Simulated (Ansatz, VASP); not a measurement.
## Two plane-wave programs on HfO2

The input INCAR:

```
SYSTEM = HfO2
ALGO = Normal ; EDIFF = 1E-6
ENCUT = 520 ; GGA = PE
ISIF = 2 ; ISMEAR = -1
LASPH = .True. ; LCHARG = .True.
LELF = .True. ; LREAL = .False.
LVHAR = .True. ; LWAVE = .False.
NBANDS = 18 ; NELM = 100
PREC = Accurate ; SIGMA = 0.02
```

The input KPOINTS:

```
k-points
0
Gamma
  8 8 8
  0 0 0
```

Contents of POSCAR:

```
HfO2
1.0
    0.0000000000      2.4280150264      2.4280150264
    2.4280150264      0.0000000000      2.4280150264
    2.4280150264      2.4280150264      0.0000000000
Hf O
1 2
Direct
    0.0000000000      0.0000000000      0.0000000000
    0.2500000000      0.2500000000      0.2500000000
    0.7500000000      0.7500000000      0.7500000000
```

Input for Ansatz:

```yaml
crystal:
  lattice:
    - [0.0, 2.4280150264, 2.4280150264]
    - [2.4280150264, 0.0, 2.4280150264]
    - [2.4280150264, 2.4280150264, 0.0]
  atoms:
    - { symbol: Hf, position: [0.0, 0.0, 0.0] }
    - { symbol: O, position: [0.25, 0.25, 0.25] }
    - { symbol: O, position: [0.75, 0.75, 0.75] }
kpoints:
  mp_grid: { grid: [8, 8, 8] }
  band_path:
    path:
      - [0.0, 0.0, 0.0]
      - [0.5, 0.0, 0.5]
      - [0.625, 0.25, 0.625]
      - [0.375, 0.375, 0.75]
      - [0.5, 0.5, 0.5]
      - [0.5, 0.25, 0.75]
      - [0.0, 0.5, 0.5]
    npoints: 1
hamiltonian:
  xc: pbe
scf:
  occupations: { method: fermi_dirac, width: 0.02 }
  n_extra_bands: 4
output:
  forces: true
  stress: true
  eigenvalues: true
  write_density: true
  write_potential: true
  elf: true
  volumetric_format: npy
```

Change from the starting cell: hydrostatic strain -4.0%.

Alike in both runs: task single point; functional PBE; k mesh 8 × 8 × 8; occupations fermi-dirac, width 0.02 eV; no spin polarisation.

|  | VASP | Ansatz |
| --- | --- | --- |
| version | VASP 6.6.1 | Ansatz 0.2.0 |
| potentials or method | VASP PAW PBE potentials, release 64 (Hf_pv, O) | plane waves, PAW |
| plane-wave cutoff (eV) | 520 | 420 |
| valence electrons in the cell | 22 | 38 |

Ansatz gave:

* gap on the k mesh at the Fermi level (eV): 4.09
* pressure (GPa): 48.6

Question: What did VASP give for the same quantities?

Answer: gap on the k mesh at the Fermi level (eV): 4.15; pressure (GPa): 43.6.

The pressures are high and differ by over a tenth, so treat them with care. VASP's potentials hold 22 valence electrons a cell and Ansatz's 38, so a difference there can come from the potentials and not from the codes.

Neither program's run includes spin-orbit coupling.
